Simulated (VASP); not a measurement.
**Si3IrRu: single point with PBE**

Crystal: Si3IrRu.

```xyz
5
Lattice="4.1657 0.0000 0.0000 0.0000 4.1657 0.0000 0.0000 0.0000 4.9703" Properties=species:S:1:pos:R:3 pbc="T T T"
Si    2.0828    0.0000    5.3434
Si    0.0000    2.0828    5.3434
Si    0.0000    0.0000    3.8520
Ru    0.0000    0.0000    1.5448
Ir    2.0828    2.0828    1.5580
```

The cell was generated, and may not be a known phase.

- Program: VASP 6.6.1
- Task: single point
- Functional: PBE
- Potentials or basis: VASP PAW PBE potentials, release 64 (Si, Ru_pv, Ir)
- Cutoff: 500 eV
- k mesh: 4 × 4 × 4
- Occupations: gaussian, width 0.2 eV
- Spin: no spin polarisation
- Dipole correction: no
- Further INCAR settings: ALGO = Normal; EDIFF = 1e-06; NBANDS = 26

- Pressure: 0.3 GPa
- Largest force: 0.054 eV/Å
- Band gap on the k mesh: zero (an odd number of electrons rules out a gap without spin polarisation)

Forces in eV/Å, atoms in the order of the input:
```
Si   0.000  0.000 -0.049
Si   0.000  0.000 -0.049
Si   0.000  0.000  0.019
Ru   0.000  0.000  0.025
Ir   0.000  0.000  0.054
```

Stress tensor (GPa, compression positive):
```
0.22 0.00 0.00
0.00 0.22 0.00
0.00 0.00 0.40
```

Levels at points of the mesh, in eV from the Fermi level:
| k point | band 15 | band 16 | band 17 | band 18 | band 19 | band 20 | band 21 | band 22 |
| --- | --- | --- | --- | --- | --- | --- | --- | --- |
| (0.00, 0.00, 0.00) | -1.27 | -1.05 | -0.51 | -0.32 | 1.17 | 2.60 | 3.40 | 3.40 |
| (0.50, 0.00, 0.00) | -1.74 | -1.17 | -0.89 | -0.27 | -0.24 | 1.54 | 2.72 | 2.91 |
| (0.50, 0.50, 0.00) | -1.17 | -1.17 | -0.89 | -0.89 | 0.41 | 1.01 | 3.37 | 3.73 |
| (0.00, 0.00, 0.50) | -0.36 | 0.68 | 0.68 | 0.69 | 1.17 | 1.40 | 1.40 | 3.69 |
| (0.50, 0.00, 0.50) | -2.00 | -1.77 | -0.92 | 0.63 | 1.30 | 2.54 | 3.56 | 4.31 |
| (0.50, 0.50, 0.50) | -1.45 | -1.45 | -0.85 | -0.85 | -0.13 | 1.76 | 2.27 | 5.75 |

It took 34 s on 1 thread of Intel(R) Xeon(R) Platinum 8559C (Emerald Rapids), on a shared host, peak memory 0.19 GiB.

Caveat: the k points lie up to 0.38 Å⁻¹ apart, too coarse for converged energies and pressures of a metal; spin-orbit coupling is left out, which moves the levels of the heavy elements.
